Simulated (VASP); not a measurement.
# InSe (R3m) in VASP: density of states with PBE

Aim: the density of states of InSe with PBE.

The COD entry that gives the cell may itself be a prediction, so a difference from it is no test against experiment.

Program: VASP 6.6.1. These are calculated values, not measurements. Logs are shortened: lines on timing, memory, paths and dates and some standing lists are left out, and cuts for length are marked.

## (1) The cell of the first run

It takes space group R3m (No. 160, trigonal). Conventional cell: a = 4.000 Å, b = 4.000 Å, c = 24.950 Å, α = 90.00°, β = 90.00°, γ = 120.00°. Within 3.5 Å of In (site symmetry 3m) lie 3 Se at 2.64 Å and 1 In at 2.80 Å. Within 3.5 Å of In (site symmetry 3m) lie 3 Se at 2.64 Å and 1 In at 2.80 Å. Se (site symmetry 3m) has 3 In at 2.64 Å within 3.5 Å. Se (site symmetry 3m) has 3 In at 2.64 Å within 3.5 Å.

## (2) Density of states, PBE

POSCAR

```
InSe
1.0
    1.9999996503      1.1547003365      8.3166700000
   -1.9999996503      1.1547003365      8.3166700000
    0.0000000000     -2.3094006730      8.3166700000
In Se
2 2
Direct
    0.0000000000      0.0000000000      0.0000000000
    0.1122000000      0.1122000000      0.1122000000
    0.6155000000      0.6155000000      0.6155000000
    0.8300000000      0.8300000000      0.8300000000
```

INCAR.step1

```
SYSTEM = InSe
PREC = Accurate
ENCUT = 520
EDIFF = 1E-6
ISMEAR = -1
SIGMA = 0.03
LREAL = .FALSE.
LASPH = .TRUE.
NELM = 100
ALGO = Normal
ISIF = 2
LWAVE = .FALSE.
LCHARG = .TRUE.
GGA = PE
NBANDS = 27
```

KPOINTS.step1

```
Automatic mesh
0
G
  7 7 7
  0 0 0
```

INCAR.step2

```
SYSTEM = InSe
PREC = Accurate
ENCUT = 520
EDIFF = 1E-6
ISMEAR = -5
SIGMA = 0.03
LREAL = .FALSE.
LASPH = .TRUE.
NELM = 100
ALGO = Normal
ISIF = 2
LWAVE = .FALSE.
LCHARG = .FALSE.
GGA = PE
LORBIT = 11
NBANDS = 27
NEDOS = 1001
ICHARG = 11
```

KPOINTS.step2

```
Automatic mesh
0
G
  11 11 11
  0 0 0
```

Potentials or basis: VASP PAW PBE potentials, release 64 (In_d, Se).

Launch:

```sh
> cat potpaw_PBE.64/In_d/POTCAR potpaw_PBE.64/Se/POTCAR > POTCAR
> cp INCAR.step1 INCAR
> cp KPOINTS.step1 KPOINTS
> mpirun -np 1 vasp_std > vasp.out
> cp INCAR.step2 INCAR
> cp KPOINTS.step2 KPOINTS
> mpirun -np 1 vasp_std > vasp.out
```

OUTCAR:

```text
SYSTEM = InSe
   PREC = Accurate
   ENCUT = 520
   EDIFF = 1E-6
   ISMEAR = -5
   LREAL = .FALSE.
   LASPH = .TRUE.
   NELM = 100
   ISIF = 2
   GGA = PE
   LORBIT = 11
   ICHARG = 11

 ion  position               nearest neighbor table
   1  0.000  0.000  0.000-   3 2.64   3 2.64   3 2.64   2 2.80
   2  0.112  0.112  0.112-   4 2.64   4 2.64   4 2.64   1 2.80
   3  0.615  0.615  0.615-   1 2.64   1 2.64   1 2.64
   4  0.830  0.830  0.830-   2 2.64   2 2.64   2 2.64

  LATTYP: Found a trigonal (rhomboedric) cell.
 ALAT       =     8.6313574458
 COS(alpha) =     0.8926179648

  Lattice vectors:

 A1 = (   1.9999996503,   1.1547003365,   8.3166700000)
 A2 = (  -1.9999996503,   1.1547003365,   8.3166700000)
 A3 = (   0.0000000000,  -2.3094006730,   8.3166700000)

Analysis of symmetry for initial positions (statically):
=====================================================================
 Subroutine PRICEL returns:
 Original cell was already a primitive cell.

 Routine SETGRP: Setting up the symmetry group for a
 trigonal (rhombohedral) supercell.

 Subroutine GETGRP returns: Found  6 space group operations
 (whereof  6 operations were pure point group operations)
 out of a pool of 12 trial point group operations.

The static configuration has the point symmetry C_3v.

Analysis of symmetry for dynamics (positions and initial velocities):
=====================================================================
 Subroutine PRICEL returns:
 Original cell was already a primitive cell.

 Routine SETGRP: Setting up the symmetry group for a
 trigonal (rhombohedral) supercell.

 Subroutine GETGRP returns: Found  6 space group operations
 (whereof  6 operations were pure point group operations)
 out of a pool of 12 trial point group operations.

The dynamic configuration has the point symmetry C_3v.

 Subroutine INISYM returns: Found  6 space group operations
 (whereof  6 operations are pure point group operations),
 and found     1 'primitive' translations

----------------------------------------------------------------------------------------

                                     Primitive cell

  volume of cell :     115.2391

  direct lattice vectors                    reciprocal lattice vectors
     1.999999650  1.154700336  8.316670000     0.250000044  0.144337593  0.040080144
    -1.999999650  1.154700336  8.316670000    -0.250000044  0.144337593  0.040080144
     0.000000000 -2.309400673  8.316670000     0.000000000 -0.288675185  0.040080144

  length of vectors
     8.631357446  8.631357446  8.631357446     0.291444301  0.291444301  0.291444301

  position of ions in fractional coordinates (direct lattice)
     0.000000000  0.000000000  0.000000000
     0.112200000  0.112200000  0.112200000
     0.615500000  0.615500000  0.615500000
     0.830000000  0.830000000  0.830000000

  ion indices of the primitive-cell ions
   primitive index   ion index
                 1           1
                 2           2
                 3           3
                 4           4

----------------------------------------------------------------------------------------

 KPOINTS: Automatic mesh

Automatic generation of k-mesh.
 Grid dimensions read from file:
 generate k-points for:   11   11   11

 Generating k-lattice:

  Cartesian coordinates                     Fractional coordinates (reciprocal lattice)
     0.022727277  0.013121599  0.003643649     0.090909091 -0.000000000 -0.000000000
    -0.022727277  0.013121599  0.003643649    -0.000000000  0.090909091 -0.000000000
     0.000000000 -0.026243199  0.003643649    -0.000000000 -0.000000000  0.090909091

  Length of vectors
     0.026494936  0.026494936  0.026494936

  Shift w.r.t. Gamma in fractional coordinates (k-lattice)
     0.000000000  0.000000000  0.000000000

 TETIRR: Found    671 inequivalent tetrahedra from     7986

 Subroutine IBZKPT returns following result:
 ===========================================

 Found    146 irreducible k-points:

 Following reciprocal coordinates:
            Coordinates               Weight
  0.000000  0.000000  0.000000      1.000000
  0.090909  0.000000  0.000000      6.000000
  0.181818  0.000000 -0.000000      6.000000
  0.272727 -0.000000 -0.000000      6.000000
  0.363636  0.000000  0.000000      6.000000
  0.454545  0.000000  0.000000      6.000000
[... 16 lines left out ...]
 -0.272727  0.181818  0.000000     12.000000
 -0.181818  0.181818  0.000000      6.000000
 [... further k-points ...]
   k-points           NKPTS =    146   k-points in BZ     NKDIM =    146   number of bands    NBANDS=     27
   number of dos      NEDOS =   1001   number of ions     NIONS =      4
   total plane-waves  NPLWV = 262144
   dimension x,y,z NGX =    64 NGY =   64 NGZ =   64
   dimension x,y,z NGXF=   128 NGYF=  128 NGZF=  128
   ions per type =               2   2
   NGX,Y,Z   is equivalent  to a cutoff of  12.33, 12.33, 12.33 a.u.
   NGXF,Y,Z  is equivalent  to a cutoff of  24.65, 24.65, 24.65 a.u.
 SYSTEM =  InSe
   PREC   = accura    normal or accurate (medium, high low for compatibility)
   ISTART =      0    job   : 0-new  1-cont  2-samecut
   ICHARG =     11    charge: 1-file 2-atom 10-const
   ISPIN  =      1    spin polarized calculation?
   LNONCOLLINEAR =      F non collinear calculations
   LSORBIT =      F    spin-orbit coupling
   LASPH  =      T    aspherical Exc in radial PAW
   ENCUT  =  520.0 eV  38.22 Ry    6.18 a.u.  16.05 16.05 16.05*2*pi/ulx,y,z
   NELM   =    100;   NELMIN=  2; NELMDL=  0     # of ELM steps
   EDIFF  = 0.1E-05   stopping-criterion for ELM
   LREAL  =      F    real-space projection
   EDIFFG = 0.1E-04   stopping-criterion for IOM
   NSW    =      0    number of steps for IOM
   IBRION =     -1    ionic relax: 0-MD 1-quasi-New 2-CG
   NFREE  =      0    steps in history (QN), initial steepest desc. (CG)
   ISIF   =      2    stress and relaxation
   ISYM   =      2    0-nonsym 1-usesym 2-fastsym
   POTIM  = 0.5000    time-step for ionic-motion
   TEBEG  =    0.0;   TEEND  =   0.0 temperature during run
   PSTRESS=    0.0 pullay stress
   NELECT =      38.0000    total number of electrons
   NUPDOWN=      -1.0000    fix difference up-down
   EMIN   =  10.00;   EMAX   =-10.00  energy-range for DOS
   EFERMI =   0.00;   METHOD = LEGACY
   ISMEAR =    -5;   SIGMA  =   0.03  broadening in eV -4-tet -1-fermi 0-gaus
   EFERMI_NEDOS =   21; number of points for ismear=-14 and -15
   IALGO  =     38    algorithm
   IMIX   =      4    mixing-type and parameters
     AMIX     =   0.40;   BMIX     =  1.00
     AMIX_MAG =   1.60;   BMIX_MAG =  1.00
  volume/ion in A,a.u.               =      28.81       194.42
  Fermi-wavevector in a.u.,A,eV,Ry     =   1.131018  2.137313 17.404585  1.279201
  Thomas-Fermi vector in A             =   2.267716
   LORBIT       =     11    0 simple, 1 ext, 2 COOP (PROOUT), +10 PAW based schemes
   GGA     = PE    functional components
   LHFCALC =     F    Hartree Fock is set to
   AEXX    =    0.0000 exact exchange contribution
   IVDW    =     0    specifies the selected vdW correction
   LEPSILON=     F    determine dielectric tensor
   LRPA    =     F    only Hartree local field effects (RPA)
 non-spin polarized calculation
 Fermi weights with tetrahedron method with Bloechl corrections
  energy-cutoff  :      520.00
  volume of cell :      115.24
 maximum number of plane-waves:      3139

 number of electron      37.9999996 magnetization

 Free energy of the ion-electron system (eV)
  ---------------------------------------------------
  ext. energy  EPLUGINS =         0.00000000
  ---------------------------------------------------
  free energy    TOTEN  =       -14.12369876 eV

  energy without entropy =      -14.12369876  energy(sigma->0) =      -14.12369876

 E-fermi :   4.2331     XC(G=0):  -8.9866

 val. band max:        4.2287605291   @ k =  -0.4545   0.4545   0.4545
 cond. band min:       4.7543558655   @ k =   0.4545   0.4545   0.4545
 fundamental gap:      0.5255953364
 Fermi energy:         4.2330767955

 k-point     1 :       0.0000    0.0000    0.0000
  band No.  band energies     occupation
      1     -10.5594      2.00000
      2     -10.3794      2.00000
      3     -10.3794      2.00000
      4     -10.3001      2.00000
      5     -10.3001      2.00000
      6     -10.2823      2.00000
[... 19 lines left out ...]
     26       9.7252      0.00000
     27      11.8613      0.00000

 k-point     2 :       0.0909    0.0000    0.0000
  band No.  band energies     occupation
      1     -10.5605      2.00000
      2     -10.4137      2.00000
      3     -10.3775      2.00000
      4     -10.3366      2.00000
      5     -10.2939      2.00000
      6     -10.2845      2.00000
[... 19 lines left out ...]
     26       9.9222      0.00000
     27      11.7873      0.00000

 k-point     3 :       0.1818    0.0000   -0.0000
  band No.  band energies     occupation
      1     -10.5753      2.00000
      2     -10.4743      2.00000
      3     -10.4176      2.00000
      4     -10.3742      2.00000
      5     -10.2907      2.00000
      6     -10.2776      2.00000
[... 19 lines left out ...]
     26      10.3621      0.00000
     27      11.0403      0.00000

 k-point     4 :       0.2727   -0.0000   -0.0000
  band No.  band energies     occupation
      1     -10.6259      2.00000
      2     -10.5030      2.00000
      3     -10.4964      2.00000
      4     -10.3725      2.00000
      5     -10.2987      2.00000
      6     -10.2562      2.00000
[... 19 lines left out ...]
     26      10.8147      0.00000
     27      11.1618      0.00000
[... 516 lines left out ...]
      4     -10.3876      2.00000
      5     -10.2956      2.00000
      6     -10.2349      2.00000
[... 19 lines left out ...]
     26      11.5696      0.00000
     27      11.9713      0.00000

 k-point    23 :      -0.2727    0.1818    0.0000
  band No.  band energies     occupation
      1     -10.6876      2.00000
      2     -10.5802      2.00000
      3     -10.4964      2.00000
      4     -10.3841      2.00000
      5     -10.2953      2.00000
      6     -10.2415      2.00000
[... 19 lines left out ...]
     26      11.0633      0.00000
     27      11.4972      0.00000

 k-point    24 :      -0.1818    0.1818    0.0000
  band No.  band energies     occupation
      1     -10.6485      2.00000
      2     -10.5317      2.00000
      3     -10.4992      2.00000
      4     -10.3787      2.00000
      5     -10.2947      2.00000
      6     -10.2530      2.00000
[... 19 lines left out ...]
     26      10.8124      0.00000
     27      11.0797      0.00000

 [... further k-points ...]
[... 5 lines left out ...]
  --------------------------------------------------------------------------------------
  -------------------------------------------------------------------------------------
  Total        2.2856017      2.2856017      1.7877301     -0.0000000      0.0000000     -0.0000000
  in kB       31.7768761     31.7768761     24.8549328     -0.0000000      0.0000000     -0.0000000
  external PRESSURE =      29.4695617 kB  Pullay stress =       0.0000000 kB

 VOLUME and BASIS-vectors are now :
 -----------------------------------------------------------------------------
  energy-cutoff  :      520.00
  volume of cell :      115.24
      direct lattice vectors                 reciprocal lattice vectors
     1.999999650  1.154700336  8.316670000     0.250000044  0.144337593  0.040080144
    -1.999999650  1.154700336  8.316670000    -0.250000044  0.144337593  0.040080144
     0.000000000 -2.309400673  8.316670000     0.000000000 -0.288675185  0.040080144

 POSITION                                       TOTAL-FORCE (eV/Angst)
 -----------------------------------------------------------------------------------
      0.00000      0.00000      0.00000         0.000000     -0.000000      0.233693
      0.00000      0.00000      2.79939         0.000000      0.000000     -0.229693
      0.00000      0.00000     15.35673         0.000000     -0.000000     -0.182485
      0.00000      0.00000     20.70851         0.000000     -0.000000      0.178484
 -----------------------------------------------------------------------------------
    total drift:                               -0.000000     -0.000000     -0.000330

  FREE ENERGIE OF THE ION-ELECTRON SYSTEM (eV)
  ---------------------------------------------------
  free  energy   TOTEN  =       -14.1236987560 eV

  energy  without entropy=      -14.1236987560  energy(sigma->0) =      -14.12369876

 total charge

# of ion       s       p       d       tot
------------------------------------------
    1        0.859   0.672   9.885  11.416
    2        0.859   0.673   9.885  11.418
    3        1.474   2.342   0.024   3.839
    4        1.473   2.342   0.024   3.840
--------------------------------------------------
tot          4.666   6.029  19.818  30.513
```

It used 3200 s of CPU time on 1 thread of AMD EPYC 7R13 Processor (Zen 3) (shared host).

Results:

- Valence electrons inside the program's atomic spheres: In 11.42; Se 3.84

Caveat: spin-orbit coupling is left out, which moves the levels of the heavy elements.
